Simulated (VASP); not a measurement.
# Mn (P6_3/mmc) in VASP: further runs, part 2 of 2

VASP 6.6.1. The steps go on from the part before.

### Step 5. Single point, RPBE, collinear spin, antiferromagnetic start (volume scaled by 0.88)

Contents of INCAR:

```
SYSTEM = Mn
PREC     = Accurate       ! precision mode
ENCUT    = 520            ! plane-wave cutoff, eV
EDIFF    = 1E-6           ! SCF threshold, eV
ISMEAR   = -1             ! smearing method
SIGMA    = 0.05           ! smearing width, eV
LREAL    = .FALSE.        ! projectors in reciprocal space
LASPH    = .TRUE.         ! aspherical terms in the spheres
NELM     = 150            ! most SCF steps
ALGO     = Normal         ! electronic algorithm
ISIF     = 2              ! what is computed and relaxed
LWAVE    = .FALSE.        ! write WAVECAR
LCHARG   = .FALSE.        ! write CHGCAR
ISPIN    = 2              ! spin polarisation
MAGMOM   = 0.807 -0.807   ! initial moments
LORBIT   = 11             ! projections on sites
LMAXMIX  = 4              ! l up to which the mixer works
GGA      = RP             ! functional
NBANDS   = 24             ! bands
```

Contents of KPOINTS:

```
regular mesh
0
G
  24 24 13
  0 0 0
```

Contents of POSCAR:

```
Mn
1.0
    2.4008401494      0.0000000000      0.0000000000
   -1.2004200747      2.0791885598      0.0000000000
    0.0000000000      0.0000000000      3.9029485582
Mn
2
Direct
    0.3333333333      0.6666666667      0.2500000000
    0.6666666667      0.3333333333      0.7500000000
```

Run with:

```console
$ cat potpaw_PBE.64/Mn_pv/POTCAR > POTCAR
$ mpirun -np 1 vasp_std > vasp.out
```

Run time: 7.3 min. Hardware: 1 thread of Intel Xeon Platinum 8259CL at 2.50GHz (Skylake/Cascade Lake), shared host; peak memory 0.36 GiB.

The run converged. Its results:

* Free energy: -16.5324 eV
* Pressure: 39.1 GPa
* Band gap on the k mesh: zero (filled and empty bands overlap)
* Net moment: 0.00 μB per cell
* Valence electrons inside the program's atomic spheres: Mn 12.20

Stress tensor (GPa, compression positive):
```
39.88  0.00  0.00
 0.00 39.88  0.00
 0.00  0.00 37.60
```

Levels at points of the mesh, in eV from the Fermi level:
Spin up:
```
           k point  band 9  band 10  band 11  band 12  band 13  band 14  band 15  band 16  band 17  band 18
(0.00, 0.00, 0.00)   -1.16    -1.10    -1.10    -0.56    -0.56     0.07     0.07     0.83     1.83     1.83
(0.50, 0.00, 0.00)   -4.23    -1.39    -1.32    -1.08    -0.49     2.10     2.24     2.35     4.08     6.44
```
Spin down:
```tsv
k point	band 10	band 11	band 12	band 13	band 14	band 15	band 16	band 17
(0.00, 0.00, 0.00)	-1.10	-1.10	-0.56	-0.56	0.07	0.07	0.83	1.83
(0.50, 0.00, 0.00)	-1.39	-1.32	-1.08	-0.49	2.10	2.24	2.35	4.08
```

Caveat: the cell differs from its parent crystal (volume scaled by 0.88); the PAW data sets were made with another functional, which shifts forces and pressure a little.

### Step 6. Relaxation of cell and atoms, RPBE, collinear spin, ferromagnetic start

This run uses another cell than the first one, of 11.75 Å³/atom, 1.061 times its volume.

Contents of INCAR:

```
PREC = Accurate ; ENCUT = 600
EDIFF = 1E-6 ; ISMEAR = -1
SIGMA = 0.05 ; LREAL = False
LASPH = True ; NELM = 150
ALGO = Normal ; ISIF = 3
LWAVE = False ; LCHARG = False
ISPIN = 2 ; MAGMOM = 3 3
LORBIT = 11 ; LMAXMIX = 4
GGA = RP ; IBRION = 2
NSW = 80 ; EDIFFG = -0.01
```

Contents of KPOINTS:

```
Automatic mesh
0
Gamma
  14 14 8
```

Contents of POSCAR:

```
Mn
1.0
    2.5517868831      0.0000000000      0.0000000000
   -1.2758934415      2.2099122658      0.0000000000
    0.0000000000      0.0000000000      4.1670679801
Mn
2
Direct
    0.3333333333      0.6666666667      0.2500000000
    0.6666666667      0.3333333333      0.7500000000
```

Potentials or basis: VASP PAW PBE potentials, release 64 (Mn_pv).

Run with:

```console
$ cat potpaw_PBE.64/Mn_pv/POTCAR > POTCAR
$ mpirun -np 1 vasp_std > vasp.out
```

OUTCAR:

```text
PREC = Accurate
   ENCUT = 600
   EDIFF = 1E-6
   ISMEAR = -1
   LREAL = False
   LASPH = True
   NELM = 150
   ISIF = 3
   ISPIN = 2
   LORBIT = 11
   GGA = RP
   IBRION = 2
   NSW = 80
   EDIFFG = -0.01

 ion  position               nearest neighbor table
   1  0.333  0.667  0.250-   2 2.55   2 2.55   2 2.55   2 2.55   2 2.55   2 2.55
   2  0.667  0.333  0.750-   1 2.55   1 2.55   1 2.55   1 2.55   1 2.55   1 2.55

  LATTYP: Found a hexagonal cell.
 ALAT       =     2.5517868831
 C/A-ratio  =     1.6330000000

  Lattice vectors:

 A1 = (   2.5517868831,   0.0000000000,   0.0000000000)
 A2 = (  -1.2758934415,   2.2099122658,   0.0000000000)
 A3 = (   0.0000000000,   0.0000000000,   4.1670679801)

Analysis of symmetry for initial positions (statically):
=====================================================================
 Subroutine PRICEL returns:
 Original cell was already a primitive cell.

 Routine SETGRP: Setting up the symmetry group for a
 hexagonal supercell.

 Subroutine GETGRP returns: Found 24 space group operations
 (whereof 12 operations were pure point group operations)
 out of a pool of 24 trial point group operations.

The static configuration has the point symmetry D_3d.
 The point group associated with its full space group is D_6h.

Analysis of symmetry for dynamics (positions and initial velocities):
=====================================================================
 Subroutine PRICEL returns:
 Original cell was already a primitive cell.

 Routine SETGRP: Setting up the symmetry group for a
 hexagonal supercell.

 Subroutine GETGRP returns: Found 24 space group operations
 (whereof 12 operations were pure point group operations)
 out of a pool of 24 trial point group operations.

The dynamic configuration has the point symmetry D_3d.
 The point group associated with its full space group is D_6h.

Analysis of structural, dynamic, and magnetic symmetry:
=====================================================================
 Subroutine PRICEL returns:
 Original cell was already a primitive cell.

 Routine SETGRP: Setting up the symmetry group for a
[... 124 lines left out ...]
   IALGO  =     38    algorithm
   IMIX   =      4    mixing-type and parameters
     AMIX     =   0.40;   BMIX     =  1.00
     AMIX_MAG =   1.60;   BMIX_MAG =  1.00
  volume/ion in A,a.u.               =      11.75        79.29
  Fermi-wavevector in a.u.,A,eV,Ry     =   1.693230  3.199741 39.008279  2.867028
  Thomas-Fermi vector in A             =   2.774673
   LORBIT       =     11    0 simple, 1 ext, 2 COOP (PROOUT), +10 PAW based schemes
   GGA     = RP    functional components
   LHFCALC =     F    Hartree Fock is set to
   AEXX    =    0.0000 exact exchange contribution
   IVDW    =     0    specifies the selected vdW correction
   LEPSILON=     F    determine dielectric tensor
   LRPA    =     F    only Hartree local field effects (RPA)
 conjugate gradient relaxation of ions
 spin polarized calculation
  energy-cutoff  :      600.00
  volume of cell :       23.50
 maximum number of plane-waves:       797
   NGX = 11   NGY = 11   NGZ = 17

--------------------------------------- Ionic step        1  -------------------------------------------

 number of electron      25.9999991 magnetization       0.0059646

 Free energy of the ion-electron system (eV)
  ---------------------------------------------------
  ext. energy  EPLUGINS =         0.00000000
  ---------------------------------------------------
  free energy    TOTEN  =       -16.70694906 eV

  energy without entropy =      -16.68208734  energy(sigma->0) =      -16.69451820

 E-fermi :   9.2818     XC(G=0): -13.3654

 val. band max:        9.2812879423   @ k =   0.2143   0.0000   0.0000
 cond. band min:       9.2824574475   @ k =   0.2857   0.2143   0.5000
 fundamental gap:      0.0011695052
 Fermi energy:         9.2818211133

 spin component 1

 k-point     1 :       0.0000    0.0000    0.0000
  band No.  band energies     occupation
      1     -38.9346      1.00000
      2     -38.4413      1.00000
      3     -38.4413      1.00000
      4     -38.3742      1.00000
      5     -38.3662      1.00000
      6     -38.3662      1.00000
[... 1402 lines left out ...]
 number of electron      26.0000014 magnetization      -0.0000022

 number of electron      26.0000014 magnetization       0.0000020

 Free energy of the ion-electron system (eV)
  ---------------------------------------------------
  ext. energy  EPLUGINS =         0.00000000
  ---------------------------------------------------
  free energy    TOTEN  =       -16.79752604 eV

  energy without entropy =      -16.77503206  energy(sigma->0) =      -16.78627905

 E-fermi :  10.2553     XC(G=0): -13.7995

 val. band max:       10.2519510368   @ k =   0.2857   0.2143   0.5000
 cond. band min:      10.2596168702   @ k =   0.2857   0.0000   0.5000
 fundamental gap:      0.0076658334
 Fermi energy:        10.2552932158

 spin component 1

 k-point     1 :       0.0000    0.0000    0.0000
  band No.  band energies     occupation
      1     -38.0521      1.00000
      2     -37.4303      1.00000
      3     -37.4303      1.00000
      4     -37.3315      1.00000
      5     -37.3315      1.00000
      6     -37.3221      1.00000
[... 1128 lines left out ...]
  FREE ENERGIE OF THE ION-ELECTRON SYSTEM (eV)
  ---------------------------------------------------
  free  energy   TOTEN  =       -16.7975260409 eV

  energy  without entropy=      -16.7750320622  energy(sigma->0) =      -16.78627905

 reached required accuracy - stopping structural energy minimisation

 total charge

# of ion       s       p       d       tot
------------------------------------------
    1        0.419   6.388   5.137  11.944
    2        0.419   6.388   5.137  11.944
--------------------------------------------------
tot          0.837  12.777  10.274  23.889

 magnetization (x)

# of ion       s       p       d       tot
------------------------------------------
    1       -0.000  -0.000  -0.000  -0.000
    2       -0.000  -0.000  -0.000  -0.000
--------------------------------------------------
tot         -0.000  -0.000  -0.000  -0.000
```

Wall time 4.9 min (1 thread of AMD EPYC 9R45 (Zen 5), shared host); peak memory 0.2 GiB.

What came out:

```
Free energy                                           : -16.7975 eV
Relaxed volume                                        : 10.92 Å³/atom
Relaxed cell                                          : a = 2.498 Å, b = 2.498 Å, c = 4.043 Å, α = 90.00°, β = 90.00°, γ = 120.00°
Space group after relaxing (to 0.05 Å)                : P6_3/mmc (No. 194)
Energy gained by relaxing                             : 45.3 meV/atom
Ionic steps                                           : 9
Pressure after relaxing                               : 0.1 GPa
Band gap on the k mesh                                : zero (filled and empty bands overlap)
Net moment                                            : 0.00 μB per cell
Valence electrons inside the program's atomic spheres : Mn 11.94
```

The path:
| step | energy change (eV) | largest force (eV/Å) | pressure (GPa) | volume (Å³) |
| --- | --- | --- | --- | --- |
| 1 | 0.0000 | 0.0000 | -16.24 | 23.50 |
| 2 | 0.1238 | 0.0000 | 34.83 | 19.68 |
| 3 | -0.0901 | 0.0000 | -0.52 | 21.89 |
| 4 | -0.0902 | 0.0000 | -0.01 | 21.85 |
| 5 | -0.0901 | 0.0000 | 0.39 | 21.81 |
| 6 | -0.0905 | 0.0000 | 0.37 | 21.82 |
| 7 | -0.0905 | 0.0000 | 0.39 | 21.82 |
| 8 | -0.0905 | 0.0000 | -0.37 | 21.89 |
| 9 | -0.0906 | 0.0000 | 0.07 | 21.84 |

Final structure:
```xyz
2
Lattice="2.4977 0.0000 0.0000 -1.2489 2.1631 0.0000 0.0000 0.0000 4.0429" Properties=species:S:1:pos:R:3 pbc="T T T"
Mn    0.0000    1.4421    1.0107
Mn    1.2489    0.7210    3.0322
```

Caveat: the starting moments collapsed, and a magnetic state may lie lower; the PAW data sets were made with another functional, which shifts forces and pressure a little.

### Step 7. Overview

| task | cell | k mesh | cutoff (eV) | gap on the mesh (eV) | pressure (GPa) | moment (μB) |
| --- | --- | --- | --- | --- | --- | --- |
| single point | a = 2.505, b = 2.505, c = 4.073 Å, angles 90.0, 90.0, 120.0°, 2 atoms | 14 × 14 × 8 | 520 | none | 0.4 | 0.00 |
| relaxation of cell and atoms | relaxed from a = 2.552, b = 2.552, c = 4.167 Å, angles 90.0, 90.0, 120.0°, 2 atoms | 14 × 14 × 8 | 600 | none | -0.1 | 0.00 |
| single point | a = 2.602, b = 2.602, c = 4.230 Å, angles 90.0, 90.0, 120.0°, 2 atoms | 24 × 24 × 13 | 520 | none | -13.0 | 0.00 |
| single point | a = 2.401, b = 2.401, c = 3.903 Å, angles 90.0, 90.0, 120.0°, 2 atoms | 24 × 24 × 13 | 520 | none | 39.1 | 0.00 |

Alike in all rows: level RPBE; potentials or basis VASP PAW PBE potentials, release 64 (Mn_pv); spin collinear, antiferromagnetic start; smearing fermi-dirac 0.05 eV.

Caveats: the PAW data sets were made with another functional, which shifts forces and pressure a little.

Absolute energies hang on the potentials; compare differences alone.
